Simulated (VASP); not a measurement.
# CdTe (I-4m2) in VASP: a series of runs

The runs below take CdTe through single point, with r2SCAN, HSE06.

Program: VASP 6.6.1. These are calculated values, not measurements. Logs are shortened: lines on timing, memory, paths and dates and some standing lists are left out, and cuts for length are marked.

## 1. The cell of the first run

The structure is tetragonal, space group I-4m2 (No. 119). Conventional cell: a = 4.639 Å, b = 4.639 Å, c = 6.822 Å, α = 90.00°, β = 90.00°, γ = 90.00°. Cd (site symmetry -4m2) has 4 Te at 2.88 Å within 3.8 Å. Te (site symmetry -4m2) has 4 Cd at 2.88 Å within 3.8 Å.

## 2. Single point, r2SCAN, non-collinear spin, zero start, spin-orbit coupling (uniaxial z strain +4.0%)

POSCAR reads:

```
CdTe
1.0
    0.0000000000      3.2799551162      3.4111533208
    3.2799551162      0.0000000000      3.4111533208
    3.2799551162      3.2799551162      0.0000000000
Cd Te
1 1
Direct
    0.0000000000      0.0000000000      0.0000000000
    0.2500000000      0.2500000000      0.2500000000
```

INCAR.step1 reads:

```
SYSTEM = CdTe
ALGO = Normal ; EDIFF = 1E-4
ENCUT = 520 ; GGA = PE
GGA_COMPAT = .FALSE. ; ISMEAR = -1
LASPH = .TRUE. ; LCHARG = .FALSE.
LNONCOLLINEAR = .TRUE. ; LREAL = .FALSE.
LSORBIT = .TRUE. ; LWAVE = .TRUE.
MAGMOM = 0 0 0 0 0 0 ; NBANDS = 30
NELM = 150 ; PREC = Accurate
SIGMA = 0.02
```

INCAR.step2 reads:

```
SYSTEM = CdTe
ALGO = Normal ; EDIFF = 1E-7
ENCUT = 520 ; GGA_COMPAT = .FALSE.
ISIF = 2 ; ISMEAR = -1
ISTART = 1 ; LASPH = .TRUE.
LCHARG = .FALSE. ; LMIXTAU = .TRUE.
LNONCOLLINEAR = .TRUE. ; LORBIT = 11
LORBMOM = .TRUE. ; LREAL = .FALSE.
LSORBIT = .TRUE. ; LWAVE = .FALSE.
MAGMOM = 0 0 0 0 0 0 ; METAGGA = R2SCAN
NBANDS = 30 ; NELM = 150
PREC = Accurate ; SIGMA = 0.02
```

KPOINTS reads:

```
k-points
0
G
  6 6 6
  0 0 0
```

Potentials or basis: VASP PAW PBE potentials, release 64 (Cd, Te).

Launch:

```console
$ cat potpaw_PBE.64/Cd/POTCAR potpaw_PBE.64/Te/POTCAR > POTCAR
$ cp INCAR.step1 INCAR
$ mpirun -np 1 vasp_ncl > vasp.out
$ cp INCAR.step2 INCAR
$ mpirun -np 1 vasp_ncl > vasp.out
```

OUTCAR:

```text
SYSTEM = CdTe
   EDIFF = 1E-7
   ENCUT = 520
   ISIF = 2
   ISMEAR = -1
   ISTART = 1
   LASPH = .TRUE.
   LNONCOLLINEAR = .TRUE.
   LORBIT = 11
   LREAL = .FALSE.
   LSORBIT = .TRUE.
   METAGGA = R2SCAN
   NELM = 150
   PREC = Accurate

 ion  position               nearest neighbor table
   1  0.000  0.000  0.000-   2 2.88   2 2.88   2 2.88   2 2.88
   2  0.250  0.250  0.250-   1 2.88   1 2.88   1 2.88   1 2.88

  LATTYP: Found a body centered tetragonal cell.
 ALAT       =     4.6385570093
 C/A-ratio  =     1.4707821048

  Lattice vectors:

 A1 = (  -3.2799551162,   0.0000000000,   3.4111533208)
 A2 = (   3.2799551162,   0.0000000000,   3.4111533208)
 A3 = (   0.0000000000,   3.2799551162,  -3.4111533208)

Analysis of symmetry for initial positions (statically):
=====================================================================
 Subroutine PRICEL returns:
 Original cell was already a primitive cell.

 Routine SETGRP: Setting up the symmetry group for a
 body centered tetragonal supercell.

 Subroutine GETGRP returns: Found  8 space group operations
 (whereof  8 operations were pure point group operations)
 out of a pool of 16 trial point group operations.

The static configuration has the point symmetry D_2d.

Analysis of symmetry for dynamics (positions and initial velocities):
=====================================================================
 Subroutine PRICEL returns:
 Original cell was already a primitive cell.

 Routine SETGRP: Setting up the symmetry group for a
 body centered tetragonal supercell.

 Subroutine GETGRP returns: Found  8 space group operations
 (whereof  8 operations were pure point group operations)
 out of a pool of 16 trial point group operations.

The dynamic configuration has the point symmetry D_2d.

Analysis of structural, dynamic, and magnetic symmetry:
=====================================================================
 Subroutine PRICEL returns:
 Original cell was already a primitive cell.

 Routine SETGRP: Setting up the symmetry group for a
 body centered tetragonal supercell.

 Subroutine GETGRP returns: Found  8 space group operations
 (whereof  8 operations were pure point group operations)
 out of a pool of 16 trial point group operations.

The overall configuration has the point symmetry D_2d.

 Subroutine INISYM returns: Found  8 space group operations
 (whereof  8 operations are pure point group operations),
 and found     1 'primitive' translations

----------------------------------------------------------------------------------------

                                     Primitive cell

  volume of cell :      73.3951

  direct lattice vectors                    reciprocal lattice vectors
     0.000000000  3.279955116  3.411153321    -0.152441110  0.152441110  0.146577991
     3.279955116  0.000000000  3.411153321     0.152441110 -0.152441110  0.146577991
     3.279955116  3.279955116  0.000000000     0.152441110  0.152441110 -0.146577991

  length of vectors
     4.732237583  4.732237583  4.638557009     0.260694633  0.260694633  0.260694633

  position of ions in fractional coordinates (direct lattice)
     0.000000000  0.000000000  0.000000000
     0.250000000  0.250000000  0.250000000

  ion indices of the primitive-cell ions
   primitive index   ion index
                 1           1
                 2           2

----------------------------------------------------------------------------------------

 KPOINTS: k-points

Automatic generation of k-mesh.
 Grid dimensions read from file:
 generate k-points for:    6    6    6

 Generating k-lattice:

  Cartesian coordinates                     Fractional coordinates (reciprocal lattice)
    -0.025406852  0.025406852  0.024429665     0.166666667  0.000000000  0.000000000
[... 97 lines left out ...]
 number of electron      18.0000002 magnetization      -0.0000000      0.0000000     -0.0000000

 number of electron      18.0000002 magnetization      -0.0000000      0.0000000      0.0000000

 Free energy of the ion-electron system (eV)
  ---------------------------------------------------
  ext. energy  EPLUGINS =         0.00000000
  ---------------------------------------------------
  free energy    TOTEN  =       -46.74355266 eV

  energy without entropy =      -46.74355266  energy(sigma->0) =      -46.74355266

 E-fermi :   2.1067     XC(G=0):  -8.7575

 val. band max:        1.7487328397   @ k =   0.0000   0.0000   0.0000
 cond. band min:       2.4643130957   @ k =   0.0000   0.0000   0.0000
 fundamental gap:      0.7155802560
 Fermi energy:         2.1066841445

 k-point     1 :       0.0000    0.0000    0.0000
  band No.  band energies     occupation
      1      -9.6549      1.00000
      2      -9.6549      1.00000
      3      -7.2235      1.00000
      4      -7.2235      1.00000
      5      -7.2187      1.00000
      6      -7.2187      1.00000
[... 781 lines left out ...]
     29      11.8228      0.00000
     30      11.8760      0.00000

 [... further k-points ...]

------------------------ aborting loop because EDIFF is reached ----------------------------------------

  FORCE on cell =-STRESS in cart. coord.  units (eV):
  Direction    XX          YY          ZZ          XY          YZ          ZX
  --------------------------------------------------------------------------------------
  -------------------------------------------------------------------------------------
  Total       -0.5122998     -0.5122998     -0.8561874      0.0000000      0.0000000      0.0000000
  in kB      -11.1832427    -11.1832427    -18.6901322      0.0000000      0.0000000      0.0000000
  external PRESSURE =     -13.6855392 kB  Pullay stress =       0.0000000 kB

 VOLUME and BASIS-vectors are now :
 -----------------------------------------------------------------------------
  energy-cutoff  :      520.00
  volume of cell :       73.40
      direct lattice vectors                 reciprocal lattice vectors
     0.000000000  3.279955116  3.411153321    -0.152441110  0.152441110  0.146577991
     3.279955116  0.000000000  3.411153321     0.152441110 -0.152441110  0.146577991
     3.279955116  3.279955116  0.000000000     0.152441110  0.152441110 -0.146577991

 POSITION                                       TOTAL-FORCE (eV/Angst)
 -----------------------------------------------------------------------------------
      0.00000      0.00000      0.00000         0.000000      0.000000     -0.000000
      1.63998      1.63998      1.70558        -0.000000     -0.000000      0.000000
 -----------------------------------------------------------------------------------
    total drift:                               -0.000000     -0.000000      0.000000

  FREE ENERGIE OF THE ION-ELECTRON SYSTEM (eV)
  ---------------------------------------------------
  free  energy   TOTEN  =       -46.7435526590 eV

  energy  without entropy=      -46.7435526588  energy(sigma->0) =      -46.74355266

 orbital moment (x)

 # of ion     p       d       tot
 ----------------------------------------
  1        -0.000  -0.000  -0.000
  2         0.000   0.000   0.000
 ----------------------------------------
            0.000  -0.000  -0.000

 orbital moment (y)

 # of ion     p       d       tot
 ----------------------------------------
  1        -0.000  -0.000  -0.000
  2         0.000   0.000   0.000
 ----------------------------------------
            0.000  -0.000  -0.000

 orbital moment (z)

 # of ion     p       d       tot
 ----------------------------------------
  1         0.000   0.000   0.000
  2         0.000   0.000   0.000
 ----------------------------------------
            0.000   0.000   0.000

 Spin-Orbit-Coupling matrix elements

 Ion:    1  E_soc:     -0.0561915
 l=   1
     0.0000000    -0.0026129    -0.0026086
    -0.0026129     0.0000000    -0.0026129
    -0.0026086    -0.0026129     0.0000000
 l=   2
     0.0000000    -0.0013619     0.0000000    -0.0013619    -0.0053931
    -0.0013619     0.0000000    -0.0040449    -0.0013618    -0.0013465
     0.0000000    -0.0040449     0.0000000    -0.0040449     0.0000000
    -0.0013619    -0.0013618    -0.0040449     0.0000000    -0.0013465
    -0.0053931    -0.0013465     0.0000000    -0.0013465     0.0000000
 l=   3
     0.0000000     0.0000000     0.0000000     0.0000000     0.0000000     0.0000000     0.0000000
     0.0000000     0.0000000     0.0000000     0.0000000     0.0000000     0.0000000     0.0000000
     0.0000000     0.0000000     0.0000000     0.0000000     0.0000000     0.0000000     0.0000000
     0.0000000     0.0000000     0.0000000     0.0000000     0.0000000     0.0000000     0.0000000
     0.0000000     0.0000000     0.0000000     0.0000000     0.0000000     0.0000000     0.0000000
     0.0000000     0.0000000     0.0000000     0.0000000     0.0000000     0.0000000     0.0000000
     0.0000000     0.0000000     0.0000000     0.0000000     0.0000000     0.0000000     0.0000000

 Ion:    2  E_soc:     -0.1833130
 l=   1
     0.0000000    -0.0304135    -0.0306493
    -0.0304135     0.0000000    -0.0304135
    -0.0306493    -0.0304135     0.0000000
 l=   2
     0.0000000    -0.0000258     0.0000000    -0.0000258    -0.0000341
    -0.0000258     0.0000000    -0.0000258    -0.0000267    -0.0000082
     0.0000000    -0.0000258     0.0000000    -0.0000258     0.0000000
    -0.0000258    -0.0000267    -0.0000258     0.0000000    -0.0000082
    -0.0000341    -0.0000082     0.0000000    -0.0000082     0.0000000
 l=   3
     0.0000000     0.0000000     0.0000000     0.0000000     0.0000000     0.0000000     0.0000000
     0.0000000     0.0000000     0.0000000     0.0000000     0.0000000     0.0000000     0.0000000
     0.0000000     0.0000000     0.0000000     0.0000000     0.0000000     0.0000000     0.0000000
     0.0000000     0.0000000     0.0000000     0.0000000     0.0000000     0.0000000     0.0000000
     0.0000000     0.0000000     0.0000000     0.0000000     0.0000000     0.0000000     0.0000000
     0.0000000     0.0000000     0.0000000     0.0000000     0.0000000     0.0000000     0.0000000
     0.0000000     0.0000000     0.0000000     0.0000000     0.0000000     0.0000000     0.0000000

 total charge

# of ion       s       p       d       tot
------------------------------------------
    1        0.438   0.272   9.550  10.261
    2        1.353   2.074   0.017   3.444
--------------------------------------------------
tot          1.791   2.346   9.567  13.705

 magnetization (x)

# of ion       s       p       d       tot
------------------------------------------
    1        0.000   0.000   0.000   0.000
    2       -0.000  -0.000   0.000  -0.000
--------------------------------------------------
tot         -0.000  -0.000   0.000  -0.000

 magnetization (y)

# of ion       s       p       d       tot
------------------------------------------
    1        0.000   0.000  -0.000  -0.000
    2        0.000   0.000   0.000   0.000
--------------------------------------------------
tot          0.000   0.000  -0.000   0.000

 magnetization (z)

# of ion       s       p       d       tot
------------------------------------------
    1        0.000   0.000  -0.000   0.000
    2        0.000  -0.000   0.000  -0.000
--------------------------------------------------
tot          0.000  -0.000  -0.000   0.000
```

Run time: 9.2 min. Hardware: 1 thread of Intel Xeon 6975P-C (Granite Rapids), shared host; peak memory 0.54 GiB.

What came out:

| Property | Result |
| --- | --- |
| Free energy | -46.7436 eV |
| Pressure | -1.4 GPa |
| Net moment | 0.00 μB per cell |
| Valence electrons inside the program's atomic spheres | Cd 10.26; Te 3.44 |

Moments on the atoms (μB; x, y, z):
```
Cd  0.00 0.00 0.00
Te  0.00 0.00 0.00
```

Caveat: the cell differs from its parent crystal (uniaxial z strain +4.0%); the PAW data sets were made with another functional, which shifts forces and pressure a little.

## 3. Single point, HSE06 (uniaxial z strain -2.0%)

POSCAR reads:

```
CdTe
1.0
    0.0000000000      3.2799551162      3.2143560138
    3.2799551162      0.0000000000      3.2143560138
    3.2799551162      3.2799551162      0.0000000000
Cd Te
1 1
Direct
    0.0000000000      0.0000000000      0.0000000000
    0.2500000000      0.2500000000      0.2500000000
```

INCAR.step1 reads:

```
SYSTEM = CdTe
PREC = Accurate
ENCUT = 520
EDIFF = 1E-5
ISMEAR = 0
SIGMA = 0.01
LREAL = .FALSE.
LASPH = .TRUE.
NELM = 100
ALGO = Normal
ISIF = 2
LWAVE = .TRUE.
GGA = PE
NBANDS = 16
```

INCAR.step2 reads:

```
SYSTEM = CdTe
PREC = Accurate
ENCUT = 520
EDIFF = 1E-6
ISMEAR = 0
SIGMA = 0.01
LREAL = .FALSE.
LASPH = .TRUE.
NELM = 100
ALGO = Normal
ISIF = 2
LWAVE = .FALSE.
LCHARG = .TRUE.
GGA = PE
LHFCALC = .TRUE.
HFSCREEN = 0.2079
PRECFOCK = Normal
LELF = .TRUE.
LVHAR = .TRUE.
ISTART = 1
NBANDS = 16
```

KPOINTS reads:

```
regular mesh
0
G
  4 4 4
  0 0 0
```

Potentials or basis: VASP PAW PBE potentials, release 64 (Cd, Te).

Launch:

```console
$ cat potpaw_PBE.64/Cd/POTCAR potpaw_PBE.64/Te/POTCAR > POTCAR
$ cp INCAR.step1 INCAR
$ mpirun -np 1 vasp_std > vasp.out
$ cp INCAR.step2 INCAR
$ mpirun -np 1 vasp_std > vasp.out
```

It took 17 min on 1 thread of Intel Xeon Platinum 8375C at 2.90GHz (Ice Lake), shared host; peak memory 0.32 GiB.

The run converged. Its results:

```yaml
Free_energy: -5.9873 eV
Pressure: 1.1 GPa
Band_gap_on_the_k_mesh: 1.47 eV
```

Stress tensor (GPa, compression positive):
```
0.95 0.00 0.00
0.00 0.95 0.00
0.00 0.00 1.29
```

Levels at points of the mesh, in eV from the valence-band top:
```
           k point  band 7  band 8  band 9  band 10  band 11  band 12
(0.00, 0.00, 0.00)   -0.07   -0.07    0.00     1.47     5.44     5.44
(0.50, 0.00, 0.00)   -4.68   -0.90   -0.80     2.56     5.95     6.08
(0.50, 0.50, 0.00)   -4.49   -2.04   -2.04     3.21     3.32     9.94
(0.50, 0.00, 0.50)   -4.59   -1.97   -1.93     3.29     3.48     9.79
```

Caveat: the cell differs from its parent crystal (uniaxial z strain -2.0%); the PAW data sets were made with another functional, which shifts forces and pressure a little; spin-orbit coupling is left out, which moves the levels of the heavy elements.
